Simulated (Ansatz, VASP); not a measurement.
## One calculation of Ag, two programs

```
Ag
1.0
     4.66714    0.00000    0.00000
    -2.33357    4.04186    0.00000
     0.00000    0.00000    2.79794
Ag
3
Direct
  0.00000 0.00000 0.00000
  0.33333 0.66667 0.50000
  0.66667 0.33333 0.50000
```

Alike in both runs: task single point; functional RPBE; k mesh 9 × 9 × 12; occupations fermi-dirac, width 0.1 eV; no spin polarisation.

```csv
,VASP,Ansatz
version,VASP 6.6.1,Ansatz 0.2.0
potentials or method,"VASP PAW PBE potentials, release 64 (Ag), cutoff 520 eV","plane waves (420 eV) with PAW, scalar-relativistic"
valence electrons in the cell,33,57
```

```csv
,VASP,Ansatz,Ansatz less VASP
pressure (GPa),7.3,7.4,+0.13
"traceless stress, the component that is largest in VASP (GPa)",-0.70,-0.71,-0.011
```

VASP's potentials were made for PBE, not for RPBE. With one functional, cell and mesh, what is left measures potentials, basis and numerics. VASP's potentials hold 33 valence electrons a cell and Ansatz's 57, so a difference there can come from the potentials and not from the codes.
